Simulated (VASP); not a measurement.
# ZrGa3 (I4/mmm) in VASP: further runs

ZrGa3 is run at these levels: LDA; tasks: single point.

Program: VASP 6.6.1. These are calculated values, not measurements. Logs are shortened: lines on timing, memory, paths and dates and some standing lists are left out, and cuts for length are marked.

### Step 1. The cell of the first run

Symmetry: I4/mmm, No. 139, tetragonal system. The conventional cell has a = 4.011 Å, b = 4.011 Å, c = 8.729 Å, α = 90.00°, β = 90.00°, γ = 90.00°. Zr (site symmetry 4/mmm) has 12 Ga at 2.84 to 2.96 Å within 3.7 Å. Within 3.7 Å of Ga (site symmetry 4/mmm) lie 4 Zr at 2.84 Å and 8 Ga at 2.96 Å. Ga (site symmetry -4m2) has 8 Ga at 2.84 to 2.96 Å and 4 Zr at 2.96 Å within 3.7 Å.

### Step 2. Single point, LDA (equal xx and yy strain of +1 %)

INCAR

```
PREC     = Accurate       # precision mode
ENCUT    = 520            # plane-wave cutoff, eV
EDIFF    = 1E-6           # SCF threshold, eV
ISMEAR   = -1             # smearing method
SIGMA    = 0.03           # smearing width, eV
LREAL    = F              # projectors in reciprocal space
LASPH    = T              # aspherical terms in the spheres
NELM     = 100            # most SCF steps
ALGO     = Normal         # electronic algorithm
ISIF     = 2              # what is computed and relaxed
LWAVE    = F              # write WAVECAR
LCHARG   = T              # write CHGCAR
LELF     = T              # ELF
LVHAR    = T            
NBANDS   = 34             # bands
```

KPOINTS

```
regular mesh
0
Gamma
  12 12 12
```

POSCAR

```
ZrGa3
1.0
   -2.0053550000      2.0053550000      4.3645000000
    2.0053550000     -2.0053550000      4.3645000000
    2.0053550000      2.0053550000     -4.3645000000
Zr Ga
1 3
Direct
    0.0000000000      0.0000000000      0.0000000000
    0.5000000000      0.5000000000      0.0000000000
    0.7500000000      0.2500000000      0.5000000000
    0.2500000000      0.7500000000      0.5000000000
```

Potentials or basis: VASP PAW LDA potentials, release 64 (Zr_sv, Ga_d).

On the command line:

```sh
$ cat potpaw_LDA.64/Zr_sv/POTCAR potpaw_LDA.64/Ga_d/POTCAR > POTCAR
$ mpirun -np 1 vasp_std > vasp.out
```

OUTCAR:

```text
PREC = Accurate
   ENCUT = 520
   EDIFF = 1E-6
   ISMEAR = -1
   LREAL = F
   LASPH = T
   NELM = 100
   ISIF = 2

 ion  position               nearest neighbor table
   1  0.000  0.000  0.000-   2 2.84   2 2.84   2 2.84   2 2.84   4 2.96   3 2.96   4 2.96   3 2.96
                             3 2.96   3 2.96   4 2.96   4 2.96
   2  0.500  0.500  0.000-   1 2.84   1 2.84   1 2.84   1 2.84
   3  0.750  0.250  0.500-   4 2.84   4 2.84   4 2.84   4 2.84   1 2.96   1 2.96   1 2.96   1 2.96

   4  0.250  0.750  0.500-   3 2.84   3 2.84   3 2.84   3 2.84   1 2.96   1 2.96   1 2.96   1 2.96

  LATTYP: Found a body centered tetragonal cell.
 ALAT       =     4.0107100000
 C/A-ratio  =     2.1764226284

  Lattice vectors:

 A1 = (  -2.0053550000,   2.0053550000,   4.3645000000)
 A2 = (   2.0053550000,  -2.0053550000,   4.3645000000)
 A3 = (   2.0053550000,   2.0053550000,  -4.3645000000)

Analysis of symmetry for initial positions (statically):
=====================================================================
 Subroutine PRICEL returns:
 Original cell was already a primitive cell.

 Routine SETGRP: Setting up the symmetry group for a
 body centered tetragonal supercell.

 Subroutine GETGRP returns: Found 16 space group operations
 (whereof 16 operations were pure point group operations)
 out of a pool of 16 trial point group operations.

The static configuration has the point symmetry D_4h.

Analysis of symmetry for dynamics (positions and initial velocities):
=====================================================================
 Subroutine PRICEL returns:
 Original cell was already a primitive cell.

 Routine SETGRP: Setting up the symmetry group for a
 body centered tetragonal supercell.

 Subroutine GETGRP returns: Found 16 space group operations
 (whereof 16 operations were pure point group operations)
 out of a pool of 16 trial point group operations.

The dynamic configuration has the point symmetry D_4h.

 Subroutine INISYM returns: Found 16 space group operations
 (whereof 16 operations are pure point group operations),
 and found     1 'primitive' translations

----------------------------------------------------------------------------------------

                                     Primitive cell

  volume of cell :      70.2065

  direct lattice vectors                    reciprocal lattice vectors
    -2.005355000  2.005355000  4.364500000     0.000000000  0.249332412  0.114560660
     2.005355000 -2.005355000  4.364500000     0.249332412  0.000000000  0.114560660
     2.005355000  2.005355000 -4.364500000     0.249332412  0.249332412  0.000000000

  length of vectors
     5.204974313  5.204974313  5.204974313     0.274391685  0.274391685  0.352609279

  position of ions in fractional coordinates (direct lattice)
     0.000000000  0.000000000  0.000000000
     0.500000000  0.500000000  0.000000000
     0.750000000  0.250000000  0.500000000
     0.250000000  0.750000000  0.500000000

  ion indices of the primitive-cell ions
   primitive index   ion index
                 1           1
                 2           2
                 3           3
                 4           4

----------------------------------------------------------------------------------------

 KPOINTS: regular mesh

Automatic generation of k-mesh.
 Grid dimensions read from file:
 generate k-points for:   12   12   12

 Generating k-lattice:

  Cartesian coordinates                     Fractional coordinates (reciprocal lattice)
     0.000000000  0.020777701  0.009546722     0.083333333  0.000000000  0.000000000
     0.020777701  0.000000000  0.009546722     0.000000000  0.083333333  0.000000000
     0.020777701  0.020777701  0.000000000     0.000000000  0.000000000  0.083333333

  Length of vectors
     0.022865974  0.022865974  0.029384107

  Shift w.r.t. Gamma in fractional coordinates (k-lattice)
     0.000000000  0.000000000  0.000000000

 Subroutine IBZKPT returns following result:
 ===========================================

 Found    163 irreducible k-points:

 Following reciprocal coordinates:
            Coordinates               Weight
  0.000000  0.000000  0.000000      1.000000
  0.083333 -0.000000  0.000000      8.000000
  0.166667  0.000000  0.000000      8.000000
  0.250000 -0.000000  0.000000      8.000000
  0.333333 -0.000000  0.000000      8.000000
  0.416667 -0.000000  0.000000      8.000000
[... 16 lines left out ...]
  0.500000  0.166667  0.000000     16.000000
 -0.416667  0.166667 -0.000000     16.000000
 [... further k-points ...]
   k-points           NKPTS =    163   k-points in BZ     NKDIM =    163   number of bands    NBANDS=     34
   number of dos      NEDOS =    301   number of ions     NIONS =      4
   total plane-waves  NPLWV =  64000
   dimension x,y,z NGX =    40 NGY =   40 NGZ =   40
   dimension x,y,z NGXF=    80 NGYF=   80 NGZF=   80
   ions per type =               1   3
   NGX,Y,Z   is equivalent  to a cutoff of  12.78, 12.78, 12.78 a.u.
   NGXF,Y,Z  is equivalent  to a cutoff of  25.55, 25.55, 25.55 a.u.
 SYSTEM =  unknown system
   PREC   = accura    normal or accurate (medium, high low for compatibility)
   ISTART =      0    job   : 0-new  1-cont  2-samecut
   ICHARG =      2    charge: 1-file 2-atom 10-const
   ISPIN  =      1    spin polarized calculation?
   LNONCOLLINEAR =      F non collinear calculations
   LSORBIT =      F    spin-orbit coupling
   LASPH  =      T    aspherical Exc in radial PAW
   ENCUT  =  520.0 eV  38.22 Ry    6.18 a.u.   9.68  9.68  9.68*2*pi/ulx,y,z
   NELM   =    100;   NELMIN=  2; NELMDL= -5     # of ELM steps
   EDIFF  = 0.1E-05   stopping-criterion for ELM
   LREAL  =      F    real-space projection
   EDIFFG = 0.1E-04   stopping-criterion for IOM
   NSW    =      0    number of steps for IOM
   IBRION =     -1    ionic relax: 0-MD 1-quasi-New 2-CG
   NFREE  =      0    steps in history (QN), initial steepest desc. (CG)
   ISIF   =      2    stress and relaxation
   ISYM   =      2    0-nonsym 1-usesym 2-fastsym
   POTIM  = 0.5000    time-step for ionic-motion
   TEBEG  =    0.0;   TEEND  =   0.0 temperature during run
   PSTRESS=    0.0 pullay stress
   NELECT =      51.0000    total number of electrons
   NUPDOWN=      -1.0000    fix difference up-down
   EMIN   =  10.00;   EMAX   =-10.00  energy-range for DOS
   EFERMI =   0.00;   METHOD = LEGACY
   ISMEAR =    -1;   SIGMA  =   0.03  broadening in eV -4-tet -1-fermi 0-gaus
   EFERMI_NEDOS =   21; number of points for ismear=-14 and -15
   IALGO  =     38    algorithm
   IMIX   =      4    mixing-type and parameters
     AMIX     =   0.40;   BMIX     =  1.00
     AMIX_MAG =   1.60;   BMIX_MAG =  1.00
  volume/ion in A,a.u.               =      17.55       118.44
  Fermi-wavevector in a.u.,A,eV,Ry     =   1.471655  2.781024 29.467051  2.165767
  Thomas-Fermi vector in A             =   2.586764
   LORBIT       =      0    0 simple, 1 ext, 2 COOP (PROOUT), +10 PAW based schemes
   GGA     = CA    functional components
   LHFCALC =     F    Hartree Fock is set to
   AEXX    =    0.0000 exact exchange contribution
   IVDW    =     0    specifies the selected vdW correction
   LEPSILON=     F    determine dielectric tensor
   LRPA    =     F    only Hartree local field effects (RPA)
 non-spin polarized calculation
  energy-cutoff  :      520.00
  volume of cell :       70.21
 maximum number of plane-waves:      1929
   NGX = 19   NGY = 19   NGZ = 19

 number of electron      50.9999986 magnetization

 Free energy of the ion-electron system (eV)
  ---------------------------------------------------
  ext. energy  EPLUGINS =         0.00000000
  ---------------------------------------------------
  free energy    TOTEN  =       -22.07356880 eV

  energy without entropy =      -22.06937555  energy(sigma->0) =      -22.07147217

 E-fermi :   7.3228     XC(G=0): -11.9830

 val. band max:        7.2797321004   @ k =   0.1667   0.0833   0.0000
 cond. band min:       7.3267595175   @ k =  -0.2500  -0.3333   0.0833
 fundamental gap:      0.0470274171
 Fermi energy:         7.3228107058

 k-point     1 :       0.0000    0.0000    0.0000
  band No.  band energies     occupation
      1     -41.0633      2.00000
      2     -19.3045      2.00000
      3     -19.3045      2.00000
      4     -19.2390      2.00000
      5      -7.5296      2.00000
      6      -7.4599      2.00000
[... 26 lines left out ...]
     33      12.4459      0.00000
     34      13.6004      0.00000

 k-point     2 :       0.0833   -0.0000    0.0000
  band No.  band energies     occupation
      1     -41.0631      2.00000
      2     -19.3098      2.00000
      3     -19.3043      2.00000
      4     -19.2389      2.00000
      5      -7.5218      2.00000
      6      -7.4574      2.00000
[... 26 lines left out ...]
     33      12.8819      0.00000
     34      13.9694      0.00000

 k-point     3 :       0.1667    0.0000    0.0000
  band No.  band energies     occupation
      1     -41.0625      2.00000
      2     -19.3243      2.00000
      3     -19.3039      2.00000
      4     -19.2388      2.00000
      5      -7.4991      2.00000
      6      -7.4532      2.00000
[... 26 lines left out ...]
     33      13.2819      0.00000
     34      14.5715      0.00000
[... 704 lines left out ...]
 k-point    23 :       0.5000    0.1667    0.0000
  band No.  band energies     occupation
      1     -41.0594      2.00000
      2     -19.3794      2.00000
      3     -19.3188      2.00000
      4     -19.2360      2.00000
      5      -7.4407      2.00000
      6      -7.4323      2.00000
[... 26 lines left out ...]
     33      13.7016      0.00000
     34      14.5894      0.00000

 k-point    24 :      -0.4167    0.1667   -0.0000
  band No.  band energies     occupation
      1     -41.0596      2.00000
      2     -19.3744      2.00000
      3     -19.3191      2.00000
      4     -19.2354      2.00000
      5      -7.4383      2.00000
      6      -7.4294      2.00000
[... 26 lines left out ...]
     33      13.9057      0.00000
     34      14.5741      0.00000

 [... further k-points ...]

------------------------ aborting loop because EDIFF is reached ----------------------------------------

  FORCE on cell =-STRESS in cart. coord.  units (eV):
  Direction    XX          YY          ZZ          XY          YZ          ZX
  --------------------------------------------------------------------------------------
  -------------------------------------------------------------------------------------
  Total       -4.4818016     -4.4818016      0.0415408      0.0000000      0.0000000      0.0000000
  in kB     -102.2789332   -102.2789332      0.9479996      0.0000000      0.0000000      0.0000000
  external PRESSURE =     -67.8699556 kB  Pullay stress =       0.0000000 kB

 VOLUME and BASIS-vectors are now :
 -----------------------------------------------------------------------------
  energy-cutoff  :      520.00
  volume of cell :       70.21
      direct lattice vectors                 reciprocal lattice vectors
    -2.005355000  2.005355000  4.364500000     0.000000000  0.249332412  0.114560660
     2.005355000 -2.005355000  4.364500000     0.249332412  0.000000000  0.114560660
     2.005355000  2.005355000 -4.364500000     0.249332412  0.249332412  0.000000000

 POSITION                                       TOTAL-FORCE (eV/Angst)
 -----------------------------------------------------------------------------------
      0.00000      0.00000      0.00000         0.000000      0.000000     -0.000000
      0.00000      0.00000      4.36450         0.000000      0.000000     -0.000000
     -0.00000      2.00536      2.18225         0.000000     -0.000000      0.000000
      2.00536     -0.00000      2.18225        -0.000000      0.000000     -0.000000
 -----------------------------------------------------------------------------------
    total drift:                               -0.000000     -0.000000      0.000000

  FREE ENERGIE OF THE ION-ELECTRON SYSTEM (eV)
  ---------------------------------------------------
  free  energy   TOTEN  =       -22.0735687994 eV

  energy  without entropy=      -22.0693755465  energy(sigma->0) =      -22.07147217
```

Run time: 3.1 min. Hardware: 1 thread of Intel Xeon 6975P-C (Granite Rapids), shared host; peak memory 0.43 GiB.

Results:

| Property | Result |
| --- | --- |
| Free energy | -22.0736 eV |
| Pressure | -6.8 GPa |
| Band gap on the k mesh | zero (an odd number of electrons rules out a gap without spin polarisation) |

Caveat: the cell differs from its parent crystal (equal xx and yy strain of +1 %); the stress differs along the axes, from -10 to 0 GPa.

(Continued in part 2 of 2.)

The gap in the log of VASP goes by the Fermi energy; the results here count the filled bands.